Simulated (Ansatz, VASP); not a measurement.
This is a calculation of Zr3MoC for VASP 6.6.1.

INCAR

```
SYSTEM = Zr3MoC
PREC = Accurate
ENCUT = 900
EDIFF = 1E-7
ISMEAR = -1
SIGMA = 0.05
LREAL = .FALSE.
LASPH = .TRUE.
NELM = 60
ALGO = Normal
ISIF = 2
LWAVE = .FALSE.
LCHARG = .FALSE.
LMAXMIX = 4
GGA = PE
```

KPOINTS

```
Automatic mesh
0
G
  5 5 5
  0 0 0
```

Contents of POSCAR:

```
Zr3MoC
1.0
    4.9425100000      0.0000000000      0.0000000000
    0.0000000000      4.9425100000      0.0000000000
    0.0000000000      0.0000000000      4.9425100000
Zr Mo C
3 1 1
Direct
    0.5000000000      0.0000000000      0.0000000000
    0.0000000000      0.5000000000      0.0000000000
    0.0000000000      0.0000000000      0.5000000000
    0.0000000000      0.0000000000      0.0000000000
    0.5000000000      0.5000000000      0.5000000000
```

File KPOINTS_OPT:

```
path GXMGRX,MR
20
line-mode
reciprocal
 0.0000000000  0.0000000000  0.0000000000  G
 0.0000000000  0.5000000000  0.0000000000  X

 0.0000000000  0.5000000000  0.0000000000  X
 0.5000000000  0.5000000000  0.0000000000  M

 0.5000000000  0.5000000000  0.0000000000  M
 0.0000000000  0.0000000000  0.0000000000  G

 0.0000000000  0.0000000000  0.0000000000  G
 0.5000000000  0.5000000000  0.5000000000  R

 0.5000000000  0.5000000000  0.5000000000  R
 0.0000000000  0.5000000000  0.0000000000  X

 0.5000000000  0.5000000000  0.0000000000  M
 0.5000000000  0.5000000000  0.5000000000  R
```

Potentials or basis: VASP PAW PBE potentials, release 64 (Zr_sv, Mo, C).

The run is started by

```sh
$ cat potpaw_PBE.64/Zr_sv/POTCAR potpaw_PBE.64/Mo/POTCAR potpaw_PBE.64/C/POTCAR > POTCAR
$ mpirun -np 1 vasp_std > vasp.out
```

Translate it to Ansatz 0.2.0. Potentials there: Ansatz PAW.

As run (the cutoff follows the program's own potentials):

File input.yaml:

```yaml
crystal:
  lattice:
    - [4.94251, 0.0, 0.0]
    - [0.0, 4.94251, 0.0]
    - [0.0, 0.0, 4.94251]
  atoms:
    - { symbol: Zr, position: [0.5, 0.0, 0.0] }
    - { symbol: Zr, position: [0.0, 0.5, 0.0] }
    - { symbol: Zr, position: [0.0, 0.0, 0.5] }
    - { symbol: Mo, position: [0.0, 0.0, 0.0] }
    - { symbol: C, position: [0.5, 0.5, 0.5] }
hamiltonian:
  xc: pbe
  pseudopotentials: { kind: paw }
kpoints:
  mp_grid: { grid: [5, 5, 5] }
  band_path:
    path:
      - [[0.0, 0.0, 0.0], [0.0, 0.5, 0.0], [0.5, 0.5, 0.0], [0.0, 0.0, 0.0], [0.5, 0.5, 0.5], [0.0, 0.5, 0.0]]
      - [[0.5, 0.5, 0.0], [0.5, 0.5, 0.5]]
    npoints: 14
scf:
  occupations: { method: fermi_dirac, width: 0.05 }
  n_extra_bands: 12
output:
  forces: true
  stress: true
  eigenvalues: true
  fatbands: false
```

Potentials or basis: Ansatz PAW.

Command:

```sh
$ ansatz run input.yaml --threads 2 --pin off --max-ram 5632MiB --backend cpu --events-out ev --progress --plain --runs-dir out
```

Both were run:

|  | VASP | Ansatz | Ansatz less VASP |
| --- | --- | --- | --- |
| gap on the k mesh at the Fermi level (eV) | none | none | - |
| pressure (GPa) | 1.5 | 0.8 | -0.73 |

A gap of «none» marks a metal or a gap that the smearing closes. VASP's potentials hold 46 valence electrons a cell and Ansatz's 54, so a difference there can come from the potentials and not from the codes.
